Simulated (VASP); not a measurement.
# KCl (Sylvite) (Fm-3m) in VASP: notebook

KCl (Sylvite) is run at these levels: PBE; tasks: single point.

Program: VASP 6.6.1. These are calculated values, not measurements. Logs are shortened: lines on timing, memory, paths and dates and some standing lists are left out, and cuts for length are marked.

## (1) The cell of the first run

It takes space group Fm-3m (No. 225, cubic). The conventional cell has a = 6.181 Å, b = 6.181 Å, c = 6.181 Å, α = 90.00°, β = 90.00°, γ = 90.00°. Within 4.1 Å of K (site symmetry m-3m) lie 6 Cl at 3.09 Å. Within 4.1 Å of Cl (site symmetry m-3m) lie 6 K at 3.09 Å.

## (2) Single point, PBE (volume scaled by 0.91)

The input, INCAR:

```
ALGO = Normal
EDIFF = 1E-6
ENCUT = 520
GGA = PE
ISIF = 2
ISMEAR = 0
LASPH = T
LCHARG = T
LELF = T
LREAL = F
LVHAR = T
LWAVE = F
NBANDS = 15
NELM = 80
PREC = Accurate
SIGMA = 0.02
```

The input, KPOINTS:

```
k-points
0
Gamma
  6 6 6
```

The input, POSCAR:

```
KCl
1.0
    0.0000000000      3.0904832606      3.0904832606
    3.0904832606      0.0000000000      3.0904832606
    3.0904832606      3.0904832606      0.0000000000
K Cl
1 1
Direct
    0.0000000000      0.0000000000      0.0000000000
    0.5000000000      0.5000000000      0.5000000000
```

Potentials or basis: VASP PAW PBE potentials, release 64 (K_sv, Cl).

The run is started by

```console
cat potpaw_PBE.64/K_sv/POTCAR potpaw_PBE.64/Cl/POTCAR > POTCAR
mpirun -np 1 vasp_std > vasp.out
```

OUTCAR:

```text
EDIFF = 1E-6
   ENCUT = 520
   GGA = PE
   ISIF = 2
   ISMEAR = 0
   LASPH = T
   LREAL = F
   NELM = 80
   PREC = Accurate

 ion  position               nearest neighbor table
   1  0.000  0.000  0.000-   2 3.09   2 3.09   2 3.09   2 3.09   2 3.09   2 3.09
   2  0.500  0.500  0.500-   1 3.09   1 3.09   1 3.09   1 3.09   1 3.09   1 3.09

  LATTYP: Found a face centered cubic cell.
 ALAT       =     6.1809665212

  Lattice vectors:

 A1 = (   0.0000000000,   3.0904832606,   3.0904832606)
 A2 = (   3.0904832606,   0.0000000000,   3.0904832606)
 A3 = (   3.0904832606,   3.0904832606,   0.0000000000)

Analysis of symmetry for initial positions (statically):
=====================================================================
 Subroutine PRICEL returns:
 Original cell was already a primitive cell.

 Routine SETGRP: Setting up the symmetry group for a
 face centered cubic supercell.

 Subroutine GETGRP returns: Found 48 space group operations
 (whereof 48 operations were pure point group operations)
 out of a pool of 48 trial point group operations.

The static configuration has the point symmetry O_h .

Analysis of symmetry for dynamics (positions and initial velocities):
=====================================================================
 Subroutine PRICEL returns:
 Original cell was already a primitive cell.

 Routine SETGRP: Setting up the symmetry group for a
 face centered cubic supercell.

 Subroutine GETGRP returns: Found 48 space group operations
 (whereof 48 operations were pure point group operations)
 out of a pool of 48 trial point group operations.

The dynamic configuration has the point symmetry O_h .

 Subroutine INISYM returns: Found 48 space group operations
 (whereof 48 operations are pure point group operations),
 and found     1 'primitive' translations

----------------------------------------------------------------------------------------

                                     Primitive cell

  volume of cell :      59.0349

  direct lattice vectors                    reciprocal lattice vectors
     0.000000000  3.090483261  3.090483261    -0.161786995  0.161786995  0.161786995
     3.090483261  0.000000000  3.090483261     0.161786995 -0.161786995  0.161786995
     3.090483261  3.090483261  0.000000000     0.161786995  0.161786995 -0.161786995

  length of vectors
     4.370603341  4.370603341  4.370603341     0.280223295  0.280223295  0.280223295

  position of ions in fractional coordinates (direct lattice)
     0.000000000  0.000000000  0.000000000
     0.500000000  0.500000000  0.500000000
[... 80 lines left out ...]
   NUPDOWN=      -1.0000    fix difference up-down
   EMIN   =  10.00;   EMAX   =-10.00  energy-range for DOS
   EFERMI =   0.00;   METHOD = LEGACY
   ISMEAR =     0;   SIGMA  =   0.02  broadening in eV -4-tet -1-fermi 0-gaus
   EFERMI_NEDOS =   21; number of points for ismear=-14 and -15
   IALGO  =     38    algorithm
   IMIX   =      4    mixing-type and parameters
     AMIX     =   0.40;   BMIX     =  1.00
     AMIX_MAG =   1.60;   BMIX_MAG =  1.00
  volume/ion in A,a.u.               =      29.52       199.19
  Fermi-wavevector in a.u.,A,eV,Ry     =   1.059445  2.002061 15.271503  1.122424
  Thomas-Fermi vector in A             =   2.194791
   LORBIT       =      0    0 simple, 1 ext, 2 COOP (PROOUT), +10 PAW based schemes
   GGA     = PE    functional components
   LHFCALC =     F    Hartree Fock is set to
   AEXX    =    0.0000 exact exchange contribution
   IVDW    =     0    specifies the selected vdW correction
   LEPSILON=     F    determine dielectric tensor
   LRPA    =     F    only Hartree local field effects (RPA)
 non-spin polarized calculation
 Gauss-broadening in eV      SIGMA  =   0.02
  energy-cutoff  :      520.00
  volume of cell :       59.03
 maximum number of plane-waves:      1639
 NGX is ok and might be reduce to    36
   NGX = 17   NGY = 17   NGZ = 17

 number of electron      16.0000001 magnetization

 Free energy of the ion-electron system (eV)
  ---------------------------------------------------
  ext. energy  EPLUGINS =         0.00000000
  ---------------------------------------------------
  free energy    TOTEN  =        -6.77513032 eV

  energy without entropy =       -6.77513032  energy(sigma->0) =       -6.77513032

 E-fermi :  -1.4826     XC(G=0):  -7.7620

 val. band max:       -1.6182100858   @ k =   0.0000   0.0000   0.0000
 cond. band min:       3.7605535525   @ k =   0.0000   0.0000   0.0000
 fundamental gap:      5.3787636383
 Fermi energy:        -1.4825829769

 k-point     1 :       0.0000    0.0000    0.0000
  band No.  band energies     occupation
      1     -28.6892      2.00000
      2     -13.7998      2.00000
      3     -12.1508      2.00000
      4     -12.1508      2.00000
      5     -12.1508      2.00000
      6      -1.6182      2.00000
      7      -1.6182      2.00000
      8      -1.6182      2.00000
      9       3.7606      0.00000
     10       6.7866      0.00000
     11       6.7866      0.00000
     12       6.7866      0.00000
     13       7.6936      0.00000
     14       7.6936      0.00000
[... 257 lines left out ...]
      2     -13.7696      2.00000
      3     -12.2995      2.00000
      4     -12.2460      2.00000
      5     -12.0895      2.00000
      6      -2.2223      2.00000
      7      -2.0837      2.00000
      8      -1.9978      2.00000
      9       5.6478      0.00000
     10       7.4714      0.00000
     11       7.7266      0.00000
     12       8.7837      0.00000
     13       9.5170      0.00000
     14      10.3051      0.00000
     15      10.9948      0.00000

------------------------ aborting loop because EDIFF is reached ----------------------------------------

  FORCE on cell =-STRESS in cart. coord.  units (eV):
  Direction    XX          YY          ZZ          XY          YZ          ZX
  --------------------------------------------------------------------------------------
  -------------------------------------------------------------------------------------
  Total        0.7397461      0.7397461      0.7397461     -0.0000000      0.0000000      0.0000000
  in kB       20.0763190     20.0763190     20.0763190     -0.0000000      0.0000000      0.0000000
  external PRESSURE =      20.0763190 kB  Pullay stress =       0.0000000 kB

 VOLUME and BASIS-vectors are now :
 -----------------------------------------------------------------------------
  energy-cutoff  :      520.00
  volume of cell :       59.03
      direct lattice vectors                 reciprocal lattice vectors
     0.000000000  3.090483261  3.090483261    -0.161786995  0.161786995  0.161786995
     3.090483261  0.000000000  3.090483261     0.161786995 -0.161786995  0.161786995
     3.090483261  3.090483261  0.000000000     0.161786995  0.161786995 -0.161786995

 POSITION                                       TOTAL-FORCE (eV/Angst)
 -----------------------------------------------------------------------------------
      0.00000      0.00000      0.00000        -0.000000     -0.000000     -0.000000
      3.09048      3.09048      3.09048         0.000000      0.000000      0.000000
 -----------------------------------------------------------------------------------
    total drift:                                0.000000      0.000000      0.000000

  FREE ENERGIE OF THE ION-ELECTRON SYSTEM (eV)
  ---------------------------------------------------
  free  energy   TOTEN  =        -6.7751303239 eV

  energy  without entropy=       -6.7751303239  energy(sigma->0) =       -6.77513032
```

Wall time 58 s (1 thread of AMD EPYC 7R13, shared host); peak memory 0.17 GiB.

Results:

- Free energy: -6.7751 eV
- Pressure: 2.0 GPa
- Band gap on the k mesh: 5.38 eV, direct

Levels at points of the mesh, in eV from the valence-band top:
```tsv
k point	band 5	band 6	band 7	band 8	band 9	band 10	band 11	band 12
(0.00, 0.00, 0.00)	-10.53	0.00	0.00	0.00	5.38	8.40	8.40	8.40
(0.50, 0.00, 0.00)	-10.26	-1.15	-0.37	-0.37	7.75	8.82	10.71	10.71
(0.50, 0.50, 0.00)	-10.60	-0.69	-0.23	-0.23	6.48	8.60	10.34	10.40
```

## (3) Single point, PBE (volume scaled by 0.97)

The input, INCAR:

```
SYSTEM = KCl
PREC = Accurate
ENCUT = 520
EDIFF = 1E-7
ISMEAR = 0
SIGMA = 0.02
LREAL = .FALSE.
LASPH = .TRUE.
NELM = 80
ALGO = Normal
ISIF = 2
LWAVE = .FALSE.
LCHARG = .FALSE.
GGA = PE
NBANDS = 15
```

The input, KPOINTS:

```
Automatic mesh
0
G
  6 6 6
  0 0 0
```

The input, POSCAR:

```
KCl
1.0
    0.0000000000      3.1569655514      3.1569655514
    3.1569655514      0.0000000000      3.1569655514
    3.1569655514      3.1569655514      0.0000000000
K Cl
1 1
Direct
    0.0000000000      0.0000000000      0.0000000000
    0.5000000000      0.5000000000      0.5000000000
```

Potentials or basis: VASP PAW PBE potentials, release 64 (K_sv, Cl).

The run is started by

```console
cat potpaw_PBE.64/K_sv/POTCAR potpaw_PBE.64/Cl/POTCAR > POTCAR
mpirun -np 1 vasp_std > vasp.out
```

Wall time 59 s (1 thread of AMD EPYC 7R13, shared host); peak memory 0.17 GiB.

Results (log left out):

| Property | Result |
| --- | --- |
| Free energy | -6.8067 eV |
| Pressure | 0.6 GPa |
| Band gap on the k mesh | 5.15 eV, direct |

Levels at points of the mesh, in eV from the valence-band top:
```csv
k point,band 6,band 7,band 8,band 9,band 10,band 11
"(0.00, 0.00, 0.00)",0.00,0.00,0.00,5.15,8.37,8.37
"(0.50, 0.00, 0.00)",-1.04,-0.32,-0.32,7.56,8.56,10.50
"(0.50, 0.50, 0.00)",-0.65,-0.22,-0.22,6.54,8.30,10.01
```
